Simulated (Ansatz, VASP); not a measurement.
# One calculation of SnO2, two programs

The input INCAR:

```
SYSTEM = SnO2
ALGO = Normal
EDIFF = 1E-6
ENCUT = 520
GGA = PE
ISIF = 2
ISMEAR = 0
LASPH = .TRUE.
LCHARG = .TRUE.
LELF = .TRUE.
LREAL = .FALSE.
LVHAR = .TRUE.
LWAVE = .FALSE.
NBANDS = 35
NELM = 60
PREC = Accurate
SIGMA = 0.05
```

File KPOINTS:

```
k-points
0
G
  10 10 10
  0 0 0
```

Contents of POSCAR:

```
SnO2
1.0
   -2.0262505044      2.0262505044      5.1806864801
    2.0262505044     -2.0262505044      5.1806864801
    2.0262505044      2.0262505044     -5.1806864801
Sn O
2 4
Direct
    0.7500000000      0.2500000000      0.5000000000
    0.0000000000      0.0000000000      0.0000000000
    0.4955173609      0.7126672143     -0.2171498534
    0.9524019562      0.4524019562      0.5000000000
    0.2024019562      0.2024019562      0.0000000000
    0.5475980438      0.0475980438      0.5000000000
```

Input for Ansatz:

```yaml
crystal:
  lattice:
    - [-2.0262505044, 2.0262505044, 5.1806864801]
    - [2.0262505044, -2.0262505044, 5.1806864801]
    - [2.0262505044, 2.0262505044, -5.1806864801]
  atoms:
    - { symbol: Sn, position: [0.75, 0.25, 0.5] }
    - { symbol: Sn, position: [0.0, 0.0, 0.0] }
    - { symbol: O, position: [0.4955173609, 0.7126672143, -0.2171498534] }
    - { symbol: O, position: [0.9524019562, 0.4524019562, 0.5] }
    - { symbol: O, position: [0.2024019562, 0.2024019562, 0.0] }
    - { symbol: O, position: [0.5475980438, 0.0475980438, 0.5] }
basis:
  ecutwfc: 420
kpoints:
  mp_grid: { grid: [10, 10, 10] }
hamiltonian:
  xc: pbe
  pseudopotentials: { kind: paw, azcp: { folder: soft_1 } }
scf:
  occupations: { method: gaussian, width: 0.05 }
output:
  forces: true
  stress: true
  eigenvalues: true
```

Alike in both runs: task single point; functional PBE; k mesh 10 × 10 × 10; occupations gaussian, width 0.05 eV; no spin polarisation.

```csv
,VASP,Ansatz
version,VASP 6.6.1,Ansatz 0.2.0
potentials or method,"VASP PAW PBE potentials, release 64 (Sn_d, O), cutoff 520 eV","scalar-relativistic, plane waves, PAW"
valence electrons in the cell,52,52
```

Ansatz gave:

```
gap on the k mesh at the Fermi level (eV)                     : none
pressure (GPa)                                                : 0.0
traceless stress, the component that is largest in VASP (GPa) : -2.56
rms of the force components (eV/Å)                            : 1.435
```

Problem. Which values does VASP return?

Solution. gap on the k mesh at the Fermi level (eV): none; pressure (GPa): 0.5; traceless stress, the component that is largest in VASP (GPa): -2.54; rms of the force components (eV/Å): 1.425.

Atom by atom the forces differ by 0.025 eV/Å (rms over components). A gap of «none» marks a metal or a gap that the smearing closes.
